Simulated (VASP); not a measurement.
# HgTe (Coloradoite) (F-43m) in VASP: notebook

HgTe (Coloradoite) is run at these levels: PBE; tasks: single point.

All numbers are computed with VASP 6.6.1; they aren't measurements. Logs are shortened: lines on timing, memory, paths and dates and some standing lists are left out, and cuts for length are marked.

### 1 The cell of the first run

Symmetry: F-43m, No. 216, cubic system. The conventional cell has a = 6.514 Å, b = 6.514 Å, c = 6.514 Å, α = 90.00°, β = 90.00°, γ = 90.00°. Within 3.7 Å of Hg (site symmetry -43m) lie 4 Te at 2.82 Å. Within 3.7 Å of Te (site symmetry -43m) lie 4 Hg at 2.82 Å.

### 2 Single point, PBE

Input file INCAR:

```
SYSTEM = HgTe
ALGO = Normal ; EDIFF = 1E-6
ENCUT = 500 ; GGA = PE
GGA_COMPAT = .False. ; ISIF = 2
ISMEAR = -1 ; LASPH = .True.
LCHARG = .False. ; LREAL = .False.
LWAVE = .False. ; NBANDS = 16
NELM = 120 ; PREC = Accurate
SIGMA = 0.01
```

Input file KPOINTS:

```
k-points
0
Gamma
  6 6 6
  0 0 0
```

Input file POSCAR:

```
HgTe
1.0
    0.0000000000      3.2568009036      3.2568009036
    3.2568009036      0.0000000000      3.2568009036
    3.2568009036      3.2568009036      0.0000000000
Hg Te
1 1
Direct
    0.0000000000      0.0000000000      0.0000000000
    0.2500000000      0.2500000000      0.2500000000
```

Potentials or basis: VASP PAW PBE potentials, release 64 (Hg, Te).

The run is started by

```console
$ cat potpaw_PBE.64/Hg/POTCAR potpaw_PBE.64/Te/POTCAR > POTCAR
$ mpirun -np 1 vasp_std > vasp.out
```

OUTCAR:

```text
SYSTEM = HgTe
   EDIFF = 1E-6
   ENCUT = 500
   GGA = PE
   ISIF = 2
   ISMEAR = -1
   LASPH = .True.
   LREAL = .False.
   NELM = 120
   PREC = Accurate

 ion  position               nearest neighbor table
   1  0.000  0.000  0.000-   2 2.82   2 2.82   2 2.82   2 2.82
   2  0.250  0.250  0.250-   1 2.82   1 2.82   1 2.82   1 2.82

  LATTYP: Found a face centered cubic cell.
 ALAT       =     6.5136018072

  Lattice vectors:

 A1 = (   0.0000000000,   3.2568009036,   3.2568009036)
 A2 = (   3.2568009036,   0.0000000000,   3.2568009036)
 A3 = (   3.2568009036,   3.2568009036,   0.0000000000)

Analysis of symmetry for initial positions (statically):
=====================================================================
 Subroutine PRICEL returns:
 Original cell was already a primitive cell.

 Routine SETGRP: Setting up the symmetry group for a
 face centered cubic supercell.

 Subroutine GETGRP returns: Found 24 space group operations
 (whereof 24 operations were pure point group operations)
 out of a pool of 48 trial point group operations.

The static configuration has the point symmetry T_d .

Analysis of symmetry for dynamics (positions and initial velocities):
=====================================================================
 Subroutine PRICEL returns:
 Original cell was already a primitive cell.

 Routine SETGRP: Setting up the symmetry group for a
 face centered cubic supercell.

 Subroutine GETGRP returns: Found 24 space group operations
 (whereof 24 operations were pure point group operations)
 out of a pool of 48 trial point group operations.

The dynamic configuration has the point symmetry T_d .

 Subroutine INISYM returns: Found 24 space group operations
 (whereof 24 operations are pure point group operations),
 and found     1 'primitive' translations

----------------------------------------------------------------------------------------

                                     Primitive cell

  volume of cell :      69.0882

  direct lattice vectors                    reciprocal lattice vectors
     0.000000000  3.256800904  3.256800904    -0.153524890  0.153524890  0.153524890
     3.256800904  0.000000000  3.256800904     0.153524890 -0.153524890  0.153524890
     3.256800904  3.256800904  0.000000000     0.153524890  0.153524890 -0.153524890

  length of vectors
     4.605812008  4.605812008  4.605812008     0.265912909  0.265912909  0.265912909

  position of ions in fractional coordinates (direct lattice)
     0.000000000  0.000000000  0.000000000
     0.250000000  0.250000000  0.250000000

  ion indices of the primitive-cell ions
   primitive index   ion index
                 1           1
                 2           2

----------------------------------------------------------------------------------------

 KPOINTS: k-points

Automatic generation of k-mesh.
 Grid dimensions read from file:
 generate k-points for:    6    6    6

 Generating k-lattice:

  Cartesian coordinates                     Fractional coordinates (reciprocal lattice)
    -0.025587482  0.025587482  0.025587482     0.166666667  0.000000000  0.000000000
     0.025587482 -0.025587482  0.025587482     0.000000000  0.166666667  0.000000000
     0.025587482  0.025587482 -0.025587482     0.000000000  0.000000000  0.166666667

  Length of vectors
     0.044318818  0.044318818  0.044318818

  Shift w.r.t. Gamma in fractional coordinates (k-lattice)
     0.000000000  0.000000000  0.000000000

 Subroutine IBZKPT returns following result:
 ===========================================

 Found     16 irreducible k-points:

 Following reciprocal coordinates:
            Coordinates               Weight
  0.000000  0.000000  0.000000      1.000000
  0.166667  0.000000  0.000000      8.000000
  0.333333  0.000000  0.000000      8.000000
  0.500000  0.000000  0.000000      4.000000
  0.166667  0.166667  0.000000      6.000000
  0.333333  0.166667  0.000000     24.000000
[... 8 lines left out ...]
 -0.333333  0.333333  0.166667     24.000000
 -0.333333  0.500000  0.166667     12.000000
   k-points           NKPTS =     16   k-points in BZ     NKDIM =     16   number of bands    NBANDS=     16
   number of dos      NEDOS =    301   number of ions     NIONS =      2
   total plane-waves  NPLWV =  46656
   dimension x,y,z NGX =    36 NGY =   36 NGZ =   36
   dimension x,y,z NGXF=    72 NGYF=   72 NGZF=   72
   ions per type =               1   1
   NGX,Y,Z   is equivalent  to a cutoff of  12.99, 12.99, 12.99 a.u.
   NGXF,Y,Z  is equivalent  to a cutoff of  25.99, 25.99, 25.99 a.u.
 SYSTEM =  HgTe
   PREC   = accura    normal or accurate (medium, high low for compatibility)
   ISTART =      0    job   : 0-new  1-cont  2-samecut
   ICHARG =      2    charge: 1-file 2-atom 10-const
   ISPIN  =      1    spin polarized calculation?
   LNONCOLLINEAR =      F non collinear calculations
   LSORBIT =      F    spin-orbit coupling
   LASPH  =      T    aspherical Exc in radial PAW
   ENCUT  =  500.0 eV  36.75 Ry    6.06 a.u.   8.40  8.40  8.40*2*pi/ulx,y,z
   NELM   =    120;   NELMIN=  2; NELMDL= -5     # of ELM steps
   EDIFF  = 0.1E-05   stopping-criterion for ELM
   LREAL  =      F    real-space projection
   EDIFFG = 0.1E-04   stopping-criterion for IOM
   NSW    =      0    number of steps for IOM
   IBRION =     -1    ionic relax: 0-MD 1-quasi-New 2-CG
   NFREE  =      0    steps in history (QN), initial steepest desc. (CG)
   ISIF   =      2    stress and relaxation
   ISYM   =      2    0-nonsym 1-usesym 2-fastsym
   POTIM  = 0.5000    time-step for ionic-motion
   TEBEG  =    0.0;   TEEND  =   0.0 temperature during run
   PSTRESS=    0.0 pullay stress
   NELECT =      18.0000    total number of electrons
   NUPDOWN=      -1.0000    fix difference up-down
   EMIN   =  10.00;   EMAX   =-10.00  energy-range for DOS
   EFERMI =   0.00;   METHOD = LEGACY
   ISMEAR =    -1;   SIGMA  =   0.01  broadening in eV -4-tet -1-fermi 0-gaus
   EFERMI_NEDOS =   21; number of points for ismear=-14 and -15
   IALGO  =     38    algorithm
   IMIX   =      4    mixing-type and parameters
     AMIX     =   0.40;   BMIX     =  1.00
     AMIX_MAG =   1.60;   BMIX_MAG =  1.00
  volume/ion in A,a.u.               =      34.54       233.11
  Fermi-wavevector in a.u.,A,eV,Ry     =   1.045597  1.975892 14.874892  1.093274
  Thomas-Fermi vector in A             =   2.180400
   LORBIT       =      0    0 simple, 1 ext, 2 COOP (PROOUT), +10 PAW based schemes
   GGA     = PE    functional components
   LHFCALC =     F    Hartree Fock is set to
   AEXX    =    0.0000 exact exchange contribution
   IVDW    =     0    specifies the selected vdW correction
   LEPSILON=     F    determine dielectric tensor
   LRPA    =     F    only Hartree local field effects (RPA)
 non-spin polarized calculation
  energy-cutoff  :      500.00
  volume of cell :       69.09
 maximum number of plane-waves:      1807
 NGX is ok and might be reduce to    36
   NGX = 17   NGY = 17   NGZ = 17

 number of electron      18.0000002 magnetization

 Free energy of the ion-electron system (eV)
  ---------------------------------------------------
  ext. energy  EPLUGINS =         0.00000000
  ---------------------------------------------------
  free energy    TOTEN  =        -3.60445387 eV

  energy without entropy =       -3.60427706  energy(sigma->0) =       -3.60436547

 E-fermi :   2.8683     XC(G=0):  -8.6364

 val. band max:        2.8613524467   @ k =   0.0000   0.0000   0.0000
 cond. band min:       3.5645157846   @ k =   0.5000   0.0000   0.0000
 fundamental gap:      0.7031633379
 Fermi energy:         2.8682838858

 k-point     1 :       0.0000    0.0000    0.0000
  band No.  band energies     occupation
      1      -8.9619      2.00000
      2      -4.3648      2.00000
      3      -4.3648      2.00000
      4      -4.3648      2.00000
      5      -3.8631      2.00000
      6      -3.8631      2.00000
[... 8 lines left out ...]
     15      12.3789      0.00000
     16      12.3789      0.00000

 k-point     2 :       0.1667    0.0000    0.0000
  band No.  band energies     occupation
      1      -8.8352      2.00000
      2      -4.3306      2.00000
      3      -4.3306      2.00000
      4      -4.3078      2.00000
      5      -3.8656      2.00000
      6      -3.8656      2.00000
[... 8 lines left out ...]
     15      11.4282      0.00000
     16      11.4282      0.00000

 k-point     3 :       0.3333    0.0000    0.0000
  band No.  band energies     occupation
      1      -8.5637      2.00000
      2      -4.2710      2.00000
      3      -4.2710      2.00000
      4      -4.0245      2.00000
      5      -3.8568      2.00000
      6      -3.8568      2.00000
[... 8 lines left out ...]
     15      11.7281      0.00000
     16      11.7281      0.00000

 k-point     4 :       0.5000    0.0000    0.0000
  band No.  band energies     occupation
      1      -8.4183      2.00000
      2      -4.2478      2.00000
      3      -4.2478      2.00000
      4      -3.8432      2.00000
      5      -3.8432      2.00000
      6      -3.5718      2.00000
[... 8 lines left out ...]
     15      12.8794      0.00000
     16      12.8794      0.00000
[... 172 lines left out ...]
 k-point    14 :       0.5000    0.3333    0.1667
  band No.  band energies     occupation
      1      -8.3764      2.00000
      2      -4.2014      2.00000
      3      -4.1761      2.00000
      4      -4.0021      2.00000
      5      -3.8401      2.00000
      6      -3.7179      2.00000
[... 8 lines left out ...]
     15      13.0540      0.00000
     16      13.9227      0.00000

 k-point    15 :      -0.3333    0.3333    0.1667
  band No.  band energies     occupation
      1      -8.2779      2.00000
      2      -4.1787      2.00000
      3      -4.1463      2.00000
      4      -3.9091      2.00000
      5      -3.8712      2.00000
      6      -3.4197      2.00000
[... 8 lines left out ...]
     15      13.1671      0.00000
     16      13.8079      0.00000

 k-point    16 :      -0.3333    0.5000    0.1667
  band No.  band energies     occupation
      1      -8.2290      2.00000
      2      -4.1569      2.00000
      3      -4.0953      2.00000
      4      -3.9747      2.00000
      5      -3.8460      2.00000
      6      -3.3180      2.00000
[... 8 lines left out ...]
     15      13.6706      0.00000
     16      13.9413      0.00000

------------------------ aborting loop because EDIFF is reached ----------------------------------------

  FORCE on cell =-STRESS in cart. coord.  units (eV):
  Direction    XX          YY          ZZ          XY          YZ          ZX
  --------------------------------------------------------------------------------------
  -------------------------------------------------------------------------------------
  Total        1.1393203      1.1393203      1.1393203     -0.0000000     -0.0000000      0.0000000
  in kB       26.4212154     26.4212154     26.4212154     -0.0000000     -0.0000000      0.0000000
  external PRESSURE =      26.4212154 kB  Pullay stress =       0.0000000 kB

 VOLUME and BASIS-vectors are now :
 -----------------------------------------------------------------------------
  energy-cutoff  :      500.00
  volume of cell :       69.09
      direct lattice vectors                 reciprocal lattice vectors
     0.000000000  3.256800904  3.256800904    -0.153524890  0.153524890  0.153524890
     3.256800904  0.000000000  3.256800904     0.153524890 -0.153524890  0.153524890
     3.256800904  3.256800904  0.000000000     0.153524890  0.153524890 -0.153524890

 POSITION                                       TOTAL-FORCE (eV/Angst)
 -----------------------------------------------------------------------------------
      0.00000      0.00000      0.00000         0.000000     -0.000000      0.000000
      1.62840      1.62840      1.62840        -0.000000      0.000000     -0.000000
 -----------------------------------------------------------------------------------
    total drift:                               -0.000000     -0.000000     -0.000000

  FREE ENERGIE OF THE ION-ELECTRON SYSTEM (eV)
  ---------------------------------------------------
  free  energy   TOTEN  =        -3.6044538722 eV

  energy  without entropy=       -3.6042770627  energy(sigma->0) =       -3.60436547
```

Wall time 34 s (1 thread of Intel Xeon 8259CL, shared host); peak memory 0.2 GiB.

Results:

| Item | Value |
| --- | --- |
| Free energy | -3.6045 eV |
| Pressure | 2.6 GPa |
| Band gap on the k mesh | zero (filled and empty bands touch) |

Levels at points of the mesh, in eV from the Fermi level:
| k point | band 7 | band 8 | band 9 | band 10 | band 11 | band 12 |
| --- | --- | --- | --- | --- | --- | --- |
| (0.00, 0.00, 0.00) | -0.79 | -0.01 | -0.01 | -0.01 | 4.26 | 4.26 |
| (0.50, 0.00, 0.00) | -5.35 | -0.95 | -0.95 | 0.70 | 5.04 | 5.04 |
| (0.50, 0.50, 0.00) | -5.32 | -2.18 | -2.18 | 1.90 | 2.54 | 8.13 |

Caveat: spin-orbit coupling is left out, which moves the levels of the heavy elements.

### 3 Single point, PBE

This run uses another cell than the first one, of 35.21 Å³/atom, 1.019 times its volume.

Input file INCAR:

```
PREC     = Accurate       # precision mode
ENCUT    = 500            # plane-wave cutoff, eV
EDIFF    = 1E-6           # SCF threshold, eV
ISMEAR   = -1             # smearing method
SIGMA    = 0.01           # smearing width, eV
LREAL    = F              # projectors in reciprocal space
LASPH    = T              # aspherical terms in the spheres
NELM     = 120            # most SCF steps
ALGO     = Normal         # electronic algorithm
ISIF     = 2              # what is computed and relaxed
LWAVE    = F              # write WAVECAR
LCHARG   = F              # write CHGCAR
GGA      = PE             # functional
NBANDS   = 16             # bands
GGA_COMPAT= F
```

Input file KPOINTS:

```
Automatic mesh
0
Gamma
  6 6 6
```

Input file POSCAR:

```
HgTe
1.0
    0.0000000000      3.2775454177      3.2775454177
    3.2775454177      0.0000000000      3.2775454177
    3.2775454177      3.2775454177      0.0000000000
Hg Te
1 1
Direct
    0.0000000000      0.0000000000      0.0000000000
    0.2500000000      0.2500000000      0.2500000000
```

Potentials or basis: VASP PAW PBE potentials, release 64 (Hg, Te).

The run is started by

```console
$ cat potpaw_PBE.64/Hg/POTCAR potpaw_PBE.64/Te/POTCAR > POTCAR
$ mpirun -np 1 vasp_std > vasp.out
```

Wall time 30 s (1 thread of Intel Xeon 8259CL, shared host); peak memory 0.21 GiB.

Results (log left out):

| Property | Result |
| --- | --- |
| Free energy | -3.6230 eV |
| Pressure | 1.8 GPa |
| Band gap on the k mesh | zero (filled and empty bands touch) |

Levels at points of the mesh, in eV from the Fermi level:
```tsv
k point	band 7	band 8	band 9	band 10	band 11	band 12
(0.00, 0.00, 0.00)	-0.83	-0.01	-0.01	-0.01	4.29	4.29
(0.50, 0.00, 0.00)	-5.23	-0.91	-0.91	0.70	5.06	5.06
(0.50, 0.50, 0.00)	-5.22	-2.11	-2.11	1.90	2.59	8.06
```

Caveat: spin-orbit coupling is left out, which moves the levels of the heavy elements.
